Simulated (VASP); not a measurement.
Runs of VASP 6.6.1 on AlAu2. The structure is that of space group I4/mmm (No. 139), or close to it. The cells are those of the table. 

```tsv
cell	gap on the mesh (eV)	pressure (GPa)	largest force (eV/Å)
a = 4.784 Å, angles 140.9, 140.9, 56.6°, 3 atoms	none	19.1	0.08
a = 4.818 Å, angles 139.9, 139.9, 58.0°, 3 atoms	none	6.0	0.36
a = 5.134 Å, angles 142.1, 142.1, 54.7°, 3 atoms	none	-10.1	0.32
a = 4.919 Å, angles 140.7, 140.7, 56.7°, 3 atoms	none	(b)	-
a = 4.694 Å, angles 139.6, 139.6, 58.4°, 3 atoms	none	(a)	0.68
a = 4.999 Å, angles 142.2, 142.2, 54.5°, 3 atoms	none	2.2	0.36
a = 4.594 Å, angles 138.7, 138.7, 59.8°, 3 atoms	none	(c)	1.39
a = 5.258 Å, angles 142.2, 142.2, 54.5°, 3 atoms	none	-15.9	0.34
```

Alike in all rows: task single point; level LDA; potentials or basis VASP PAW LDA potentials, release 64 (Al, Au); no spin polarisation; k mesh 16 × 16 × 16; cutoff (eV) 520; smearing gaussian 0.15 eV.

Task: Estimate the missing entries.

Result: (a) 22.4; (b) 0.3; (c) 32.4.

Caveats: spin-orbit coupling is left out, which moves the levels of the heavy elements; the cell stands under pressure (at least some runs); the cell stands under tension (at least some runs); forces of over 1 eV/Å act on the atoms, so gaps and moduli don't describe the material at rest (at least some runs).

A k mesh can miss the band edges, and the runs leave out spin-orbit coupling on Au.

A gap of «none» marks levels without a gap at the run's occupations.
